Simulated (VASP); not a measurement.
# GaN (CsCl type) (Pm-3m) in VASP: notebook, part 2 of 2

VASP 6.6.1. Earlier steps stand in the parts before.

## 3. Relaxation of cell and atoms, PBE, target pressure 170 GPa, at which the enthalpy is minimised

This run uses another cell than the first one, of 6.57 Å³/atom, 0.978 times its volume.

Input file INCAR:

```
  PREC = Accurate
  ENCUT = 600
  EDIFF = 1E-6
  ISMEAR = -1
  SIGMA = 0.1
  LREAL = F
  LASPH = T
  NELM = 60
  ALGO = Normal
  ISIF = 3
  LWAVE = F
  LCHARG = F
  GGA = PE
  IBRION = 2
  NSW = 60
  EDIFFG = -0.005
  PSTRESS = 1700.0
```

Input file KPOINTS:

```
regular mesh
0
Gamma
  16 16 16
```

Input file POSCAR:

```
GaN
1.0
    2.3594381386      0.0000000000      0.0000000000
    0.0000000000      2.3594381386      0.0000000000
    0.0000000000      0.0000000000      2.3594381386
Ga N
1 1
Direct
    0.0000000000      0.0000000000      0.0000000000
    0.5000000000      0.5000000000      0.5000000000
```

Potentials or basis: VASP PAW PBE potentials, release 64 (Ga_d, N).

Launch:

```bash
$ cat potpaw_PBE.64/Ga_d/POTCAR potpaw_PBE.64/N/POTCAR > POTCAR
$ mpirun -np 1 vasp_std > vasp.out
```

OUTCAR:

```text
PREC = Accurate
   ENCUT = 600
   EDIFF = 1E-6
   ISMEAR = -1
   LREAL = F
   LASPH = T
   NELM = 60
   ISIF = 3
   GGA = PE
   IBRION = 2
   NSW = 60
   EDIFFG = -0.005
   PSTRESS = 1700.0

 ion  position               nearest neighbor table
   1  0.000  0.000  0.000-   2 2.04   2 2.04   2 2.04   2 2.04   2 2.04   2 2.04   2 2.04   2 2.04

   2  0.500  0.500  0.500-   1 2.04   1 2.04   1 2.04   1 2.04   1 2.04   1 2.04   1 2.04   1 2.04

  LATTYP: Found a simple cubic cell.
 ALAT       =     2.3594381386

  Lattice vectors:

 A1 = (   2.3594381386,   0.0000000000,   0.0000000000)
 A2 = (   0.0000000000,   2.3594381386,   0.0000000000)
 A3 = (   0.0000000000,   0.0000000000,   2.3594381386)

Analysis of symmetry for initial positions (statically):
=====================================================================
 Subroutine PRICEL returns:
 Original cell was already a primitive cell.

 Routine SETGRP: Setting up the symmetry group for a
 simple cubic supercell.

 Subroutine GETGRP returns: Found 48 space group operations
 (whereof 48 operations were pure point group operations)
 out of a pool of 48 trial point group operations.

The static configuration has the point symmetry O_h .

Analysis of symmetry for dynamics (positions and initial velocities):
=====================================================================
 Subroutine PRICEL returns:
 Original cell was already a primitive cell.

 Routine SETGRP: Setting up the symmetry group for a
 simple cubic supercell.

 Subroutine GETGRP returns: Found 48 space group operations
 (whereof 48 operations were pure point group operations)
 out of a pool of 48 trial point group operations.

The dynamic configuration has the point symmetry O_h .

 Subroutine INISYM returns: Found 48 space group operations
 (whereof 48 operations are pure point group operations),
 and found     1 'primitive' translations

----------------------------------------------------------------------------------------

                                     Primitive cell

  volume of cell :      13.1349

[... 130 lines left out ...]

 Free energy of the ion-electron system (eV)
  ---------------------------------------------------
  ext. energy  EPLUGINS =         0.00000000
  ---------------------------------------------------
  free energy    TOTEN  =        -5.98872376 eV

  energy without entropy =       -5.96343330  energy(sigma->0) =       -5.97607853

------------------------ aborting loop because EDIFF is reached ----------------------------------------

  FORCE on cell =-STRESS in cart. coord.  units (eV):
  Direction    XX          YY          ZZ          XY          YZ          ZX
  --------------------------------------------------------------------------------------
  -------------------------------------------------------------------------------------
  Total       15.6750254     15.6750254     15.6750254      0.0000000      0.0000000      0.0000000
  in kB     1912.0227282   1912.0227282   1912.0227282      0.0000000      0.0000000      0.0000000
  external PRESSURE =     212.0227282 kB  Pullay stress =    1700.0000000 kB
[... 101 lines left out ...]
--------------------------------------- Ionic step        4  -------------------------------------------

 number of electron      18.0000008 magnetization

 Free energy of the ion-electron system (eV)
  ---------------------------------------------------
  ext. energy  EPLUGINS =         0.00000000
  ---------------------------------------------------
  free energy    TOTEN  =        -6.37632219 eV

  energy without entropy =       -6.35084801  energy(sigma->0) =       -6.36358510

 E-fermi :  14.2449     XC(G=0): -15.2844

 val. band max:       14.2362512996   @ k =   0.3750   0.2500   0.0000
 cond. band min:      14.2451396412   @ k =   0.5000   0.3125   0.0625
 fundamental gap:      0.0088883416
 Fermi energy:        14.2448509926

 k-point     1 :       0.0000    0.0000    0.0000
  band No.  band energies     occupation
      1      -8.1321      2.00000
      2      -2.6334      2.00000
      3      -2.6334      2.00000
      4      -1.2598      2.00000
      5      -1.2598      2.00000
      6      -1.2598      2.00000
      7      11.8465      2.00000
      8      11.8465      2.00000
      9      11.8465      2.00000
     10      16.5998      0.00000
     11      25.1743      0.00000
     12      25.1743      0.00000
     13      34.1371      0.00000
[... 354 lines left out ...]
  band No.  band energies     occupation
      1      -4.0825      2.00000
      2      -2.5478      2.00000
      3      -2.3391      2.00000
      4      -1.7829      2.00000
      5      -1.4567      2.00000
      6      -1.2752      2.00000
      7       2.2440      2.00000
      8      12.5939      2.00000
      9      14.3661      0.45866
     10      21.1420      0.00000
     11      22.0281      0.00000
     12      26.9602      0.00000
     13      28.6002      0.00000

 [... further k-points ...]

------------------------ aborting loop because EDIFF is reached ----------------------------------------

  FORCE on cell =-STRESS in cart. coord.  units (eV):
  Direction    XX          YY          ZZ          XY          YZ          ZX
  --------------------------------------------------------------------------------------
  -------------------------------------------------------------------------------------
  Total       14.3087478     14.3087478     14.3087478      0.0000000     -0.0000000      0.0000000
  in kB     1700.7848647   1700.7848647   1700.7848647      0.0000000     -0.0000000      0.0000000
  external PRESSURE =       0.7848647 kB  Pullay stress =    1700.0000000 kB
[... 21 lines left out ...]
  energy  without entropy=       -6.3508480051  energy(sigma->0) =       -6.36358510

  enthalpy is  TOTEN    =         7.9258225323 eV   P V=       14.3021447266

 reached required accuracy - stopping structural energy minimisation
```

OSZICAR:

```text
N       E                     dE             d eps       ncg     rms          rms(c)
DAV:   1     0.773983741143E+02    0.77398E+02   -0.10478E+04  5113   0.314E+03
[... 35 lines left out ...]
       N       E                     dE             d eps       ncg     rms          rms(c)
DAV:   1    -0.637653654529E+01    0.18192E-01   -0.28228E-03  4640   0.178E+00    0.903E-02
DAV:   2    -0.637637752718E+01    0.15902E-03   -0.25172E-04  5330   0.677E-01    0.454E-02
DAV:   3    -0.637632655197E+01    0.50975E-04   -0.55372E-05  4995   0.290E-01    0.939E-03
DAV:   4    -0.637632392652E+01    0.26255E-05   -0.46452E-06  4554   0.335E-02    0.527E-03
DAV:   5    -0.637632217025E+01    0.17563E-05   -0.23296E-06  2914   0.247E-02    0.955E-04
DAV:   6    -0.637632219432E+01   -0.24068E-07   -0.13120E-07  2230   0.504E-03
   4 F= 0.79258225E+01 E0= 0.79385596E+01  d E =-.222876E-01
```

CONTCAR:

```text
GaN
   1.00000000000000
     2.3798757102772936    0.0000000000000000    0.0000000000000000
     0.0000000000000000    2.3798757102772936    0.0000000000000000
    -0.0000000000000000    0.0000000000000000    2.3798757102772936
  Ga              N
     1     1
Direct
     0.0000000000000000    0.0000000000000000    0.0000000000000000
     0.5000000000000000    0.5000000000000000    0.5000000000000000

  0.00000000E+00  0.00000000E+00  0.00000000E+00
  0.00000000E+00  0.00000000E+00  0.00000000E+00
```

It took 99 s on 1 thread of AMD EPYC 7R43 (Zen 3), shared host; peak memory 0.13 GiB.

What came out:

| Item | Value |
| --- | --- |
| Free energy | -6.3763 eV |
| Relaxed volume | 6.74 Å³/atom |
| Relaxed cell | a = 2.380 Å, b = 2.380 Å, c = 2.380 Å, α = 90.00°, β = 90.00°, γ = 90.00° |
| Space group after relaxing (to 0.05 Å) | Pm-3m (No. 221) |
| Energy change on relaxing (the enthalpy is what falls) | -193.8 meV/atom |
| Ionic steps | 4 |
| Pressure after relaxing | 170.1 GPa |
| Band gap on the k mesh | zero (band 9 reaches 14.55 eV, above the bottom of band 10 at 12.91 eV) |

The path:
| step | energy change (eV) | largest force (eV/Å) | pressure (GPa) | volume (Å³) |
| --- | --- | --- | --- | --- |
| 1 | 0.0000 | 0.0000 | 191.20 | 13.13 |
| 2 | -1.5530 | 0.0000 | 105.53 | 14.86 |
| 3 | -0.4060 | 0.0000 | 168.97 | 13.50 |
| 4 | -0.3876 | 0.0000 | 170.08 | 13.48 |

Final structure:
```
CELL_PARAMETERS angstrom
2.37988 0.00000 0.00000
0.00000 2.37988 0.00000
0.00000 0.00000 2.37988
ATOMIC_POSITIONS crystal
Ga 0.00000 0.00000 0.00000
N 0.50000 0.50000 0.50000
```

Caveat: the cell is relaxed towards a set pressure, so the enthalpy falls and the energy may rise.

## 4. Relaxation of cell and atoms, PBE, target pressure 170 GPa, at which the enthalpy is minimised

Input file INCAR:

```
SYSTEM = GaN
ALGO = Normal ; EDIFF = 1E-7
EDIFFG = -0.005 ; ENCUT = 600
GGA = PE ; IBRION = 2
ISIF = 3 ; ISMEAR = -1
LASPH = .TRUE. ; LCHARG = .FALSE.
LREAL = .FALSE. ; LWAVE = .FALSE.
NELM = 100 ; NSW = 32
PREC = Accurate ; PSTRESS = 1700.0
SIGMA = 0.1
```

Input file KPOINTS:

```
k-points
0
G
  16 16 16
  0 0 0
```

Input file POSCAR:

```
GaN
1.0
    2.3772065759      0.0000000000      0.0000000000
    0.0000000000      2.3772065759      0.0000000000
    0.0000000000      0.0000000000      2.3772065759
Ga N
1 1
Direct
    0.0000000000      0.0000000000      0.0000000000
    0.5000000000      0.5000000000      0.5000000000
```

Potentials or basis: VASP PAW PBE potentials, release 64 (Ga_d, N).

Launch:

```bash
$ cat potpaw_PBE.64/Ga_d/POTCAR potpaw_PBE.64/N/POTCAR > POTCAR
$ mpirun -np 1 vasp_std > vasp.out
```

OUTCAR:

```text
SYSTEM = GaN
   EDIFF = 1E-7
   EDIFFG = -0.005
   ENCUT = 600
   GGA = PE
   IBRION = 2
   ISIF = 3
   ISMEAR = -1
   LASPH = .TRUE.
   LREAL = .FALSE.
   NELM = 100
   NSW = 32
   PREC = Accurate
   PSTRESS = 1700.0

 ion  position               nearest neighbor table
   1  0.000  0.000  0.000-   2 2.06   2 2.06   2 2.06   2 2.06   2 2.06   2 2.06   2 2.06   2 2.06

   2  0.500  0.500  0.500-   1 2.06   1 2.06   1 2.06   1 2.06   1 2.06   1 2.06   1 2.06   1 2.06

  LATTYP: Found a simple cubic cell.
 ALAT       =     2.3772065759

  Lattice vectors:

 A1 = (   2.3772065759,   0.0000000000,   0.0000000000)
 A2 = (   0.0000000000,   2.3772065759,   0.0000000000)
 A3 = (   0.0000000000,   0.0000000000,   2.3772065759)

Analysis of symmetry for initial positions (statically):
=====================================================================
 Subroutine PRICEL returns:
 Original cell was already a primitive cell.

 Routine SETGRP: Setting up the symmetry group for a
 simple cubic supercell.

 Subroutine GETGRP returns: Found 48 space group operations
 (whereof 48 operations were pure point group operations)
 out of a pool of 48 trial point group operations.

The static configuration has the point symmetry O_h .

Analysis of symmetry for dynamics (positions and initial velocities):
=====================================================================
 Subroutine PRICEL returns:
 Original cell was already a primitive cell.

 Routine SETGRP: Setting up the symmetry group for a
 simple cubic supercell.

 Subroutine GETGRP returns: Found 48 space group operations
 (whereof 48 operations were pure point group operations)
 out of a pool of 48 trial point group operations.

The dynamic configuration has the point symmetry O_h .

 Subroutine INISYM returns: Found 48 space group operations
 (whereof 48 operations are pure point group operations),
 and found     1 'primitive' translations

[... 126 lines left out ...]
 non-spin polarized calculation
  energy-cutoff  :      600.00
  volume of cell :       13.43
 maximum number of plane-waves:       468
 NGX is ok and might be reduce to    20
   NGX =  9   NGY =  9   NGZ =  9

--------------------------------------- Ionic step        1  -------------------------------------------

 number of electron      18.0000007 magnetization

 Free energy of the ion-electron system (eV)
  ---------------------------------------------------
  ext. energy  EPLUGINS =         0.00000000
  ---------------------------------------------------
  free energy    TOTEN  =        -6.32856365 eV

  energy without entropy =       -6.30311061  energy(sigma->0) =       -6.31583713

------------------------ aborting loop because EDIFF is reached ----------------------------------------

  FORCE on cell =-STRESS in cart. coord.  units (eV):
  Direction    XX          YY          ZZ          XY          YZ          ZX
  --------------------------------------------------------------------------------------
  -------------------------------------------------------------------------------------
  Total       14.4785454     14.4785454     14.4785454     -0.0000000     -0.0000000     -0.0000000
  in kB     1726.7709926   1726.7709926   1726.7709926     -0.0000000     -0.0000000     -0.0000000
  external PRESSURE =      26.7709926 kB  Pullay stress =    1700.0000000 kB
[... 63 lines left out ...]
--------------------------------------- Ionic step        3  -------------------------------------------

 number of electron      18.0000008 magnetization

 Free energy of the ion-electron system (eV)
  ---------------------------------------------------
  ext. energy  EPLUGINS =         0.00000000
  ---------------------------------------------------
  free energy    TOTEN  =        -6.37853753 eV

  energy without entropy =       -6.35306404  energy(sigma->0) =       -6.36580079

 E-fermi :  14.2430     XC(G=0): -15.2837

 val. band max:       14.2345136679   @ k =   0.3750   0.2500   0.0000
 cond. band min:      14.2434083957   @ k =   0.5000   0.3125   0.0625
 fundamental gap:      0.0088947278
 Fermi energy:        14.2430089975

 k-point     1 :       0.0000    0.0000    0.0000
  band No.  band energies     occupation
      1      -8.1324      2.00000
      2      -2.6347      2.00000
      3      -2.6347      2.00000
      4      -1.2615      2.00000
      5      -1.2615      2.00000
      6      -1.2615      2.00000
      7      11.8450      2.00000
      8      11.8450      2.00000
      9      11.8450      2.00000
     10      16.5966      0.00000
     11      25.1718      0.00000
     12      25.1718      0.00000
     13      34.1334      0.00000
[... 354 lines left out ...]
  band No.  band energies     occupation
      1      -4.0834      2.00000
      2      -2.5490      2.00000
      3      -2.3405      2.00000
      4      -1.7844      2.00000
      5      -1.4582      2.00000
      6      -1.2768      2.00000
      7       2.2424      2.00000
      8      12.5921      2.00000
      9      14.3643      0.45854
     10      21.1393      0.00000
     11      22.0252      0.00000
     12      26.9572      0.00000
     13      28.5973      0.00000

 [... further k-points ...]
[... 5 lines left out ...]
  --------------------------------------------------------------------------------------
  -------------------------------------------------------------------------------------
  Total       14.3092313     14.3092313     14.3092313     -0.0000000      0.0000000      0.0000000
  in kB     1700.6612780   1700.6612780   1700.6612780     -0.0000000      0.0000000      0.0000000
  external PRESSURE =       0.6612780 kB  Pullay stress =    1700.0000000 kB
[... 21 lines left out ...]
  energy  without entropy=       -6.3530640394  energy(sigma->0) =       -6.36580079

  enthalpy is  TOTEN    =         7.9251298588 eV   P V=       14.3036673906

 reached required accuracy - stopping structural energy minimisation
```

Wall time 79 s (1 thread of AMD EPYC 7R43 (Zen 3), shared host); peak memory 0.12 GiB.

Results:

* Free energy: -6.3785 eV
* Relaxed volume: 6.74 Å³/atom
* Relaxed cell: a = 2.380 Å, b = 2.380 Å, c = 2.380 Å, α = 90.00°, β = 90.00°, γ = 90.00°
* Space group after relaxing (to 0.05 Å): Pm-3m (No. 221)
* Energy change on relaxing (the enthalpy is what falls): -25.0 meV/atom
* Ionic steps: 3
* Pressure after relaxing: 170.1 GPa
* Band gap on the k mesh: zero (band 9 reaches 14.55 eV, above the bottom of band 10 at 12.90 eV)

The path:
```tsv
step	energy change (eV)	largest force (eV/Å)	pressure (GPa)	volume (Å³)
1	0.0000	0.0000	172.68	13.43
2	-0.2279	0.0000	160.19	13.65
3	-0.0500	0.0000	170.07	13.48
```

Final structure:
```
Ga N
1.0
     2.37996    0.00000    0.00000
     0.00000    2.37996    0.00000
     0.00000    0.00000    2.37996
Ga N
1 1
Direct
  0.00000 0.00000 0.00000
  0.50000 0.50000 0.50000
```

Caveat: the cell is relaxed towards a set pressure, so the enthalpy falls and the energy may rise.

## 5. The runs side by side

```tsv
task	cell	cutoff (eV)	gap on the mesh (eV)	pressure (GPa)
single point	a = 2.377 Å, 2 atoms	520	none	172.6
relaxation of cell and atoms	relaxed to 170 GPa from a = 2.359 Å, 2 atoms	600	none	170.1
relaxation of cell and atoms	relaxed to 170 GPa from a = 2.377 Å, 2 atoms	600	none	170.1
```

Alike in all rows: level PBE; potentials or basis VASP PAW PBE potentials, release 64 (Ga_d, N); no spin polarisation; k mesh 16 × 16 × 16; smearing fermi-dirac 0.1 eV.

Caveats: the cell is relaxed towards a set pressure, so the enthalpy falls and the energy may rise (some runs).

Absolute energies hang on the potentials; compare differences alone.
